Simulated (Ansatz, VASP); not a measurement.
**Two plane-wave programs on Mg**

Contents of INCAR:

```
SYSTEM = Mg
ALGO     = Normal         ! electronic algorithm
EDIFF    = 1E-6           ! SCF threshold, eV
ENCUT    = 520            ! plane-wave cutoff, eV
ISIF     = 2              ! what is computed and relaxed
ISMEAR   = -1             ! smearing method
LASPH    = .True.         ! aspherical terms in the spheres
LCHARG   = .False.        ! write CHGCAR
LREAL    = .False.        ! projectors in reciprocal space
LWAVE    = .False.        ! write WAVECAR
NBANDS   = 7              ! bands
NELM     = 80             ! most SCF steps
PREC     = Accurate       ! precision mode
SIGMA    = 0.1            ! smearing width, eV
```

The input KPOINTS:

```
k-points
0
Gamma
  12 12 12
  0 0 0
```

The input POSCAR:

```
Mg
1.0
    2.8770343220      0.0000000000      0.0000000000
    0.0000000000      2.8770343220      0.0000000000
    0.0000000000      0.0000000000      2.8770343220
Mg
1
Direct
    0.0000000000      0.0000000000      0.0000000000
```

Input for Ansatz:

```yaml
crystal:
  lattice:
    - [2.877034322, 0.0, 0.0]
    - [0.0, 2.877034322, 0.0]
    - [0.0, 0.0, 2.877034322]
  atoms:
    - { symbol: Mg, position: [0.0, 0.0, 0.0] }
hamiltonian:
  xc: lda
  pseudopotentials:
    kind: paw
    azcp:
      Mg: "pseudopotentials/Mg.paw.azcp"
basis:
  ecutwfc: 420
  fft_grid_basis: typed
kpoints:
  mp_grid: { grid: [12, 12, 12], shift: [0, 0, 0] }
magnetization:
  spin_polarized: false
scf:
  occupations: { method: fermi_dirac, width: 0.1 }
  lower_state_search: "off"
output:
  stress: true
```

Alike in both runs: task single point; functional LDA; k mesh 12 × 12 × 12; occupations fermi-dirac, width 0.1 eV; no spin polarisation.

|  | VASP | Ansatz |
| --- | --- | --- |
| version | VASP 6.6.1 | Ansatz 0.2.0 |
| potentials or method | VASP PAW LDA potentials, release 64 (Mg), cutoff 520 eV | plane waves (420 eV) with PAW, scalar-relativistic |
| valence electrons in the cell | 2 | 10 |

Ansatz gave:

* pressure (GPa): 2.5

Task: What did VASP give for the same quantities?

Result: Pressure (GPa): 2.3.

Ansatz warns that its potentials were made for another functional, while VASP's fit it. LDA's correlation is that of Perdew and Zunger in VASP and of Perdew and Wang (1992) in Ansatz. VASP's potentials hold 2 valence electrons a cell and Ansatz's 10, so a difference there can come from the potentials and not from the codes.
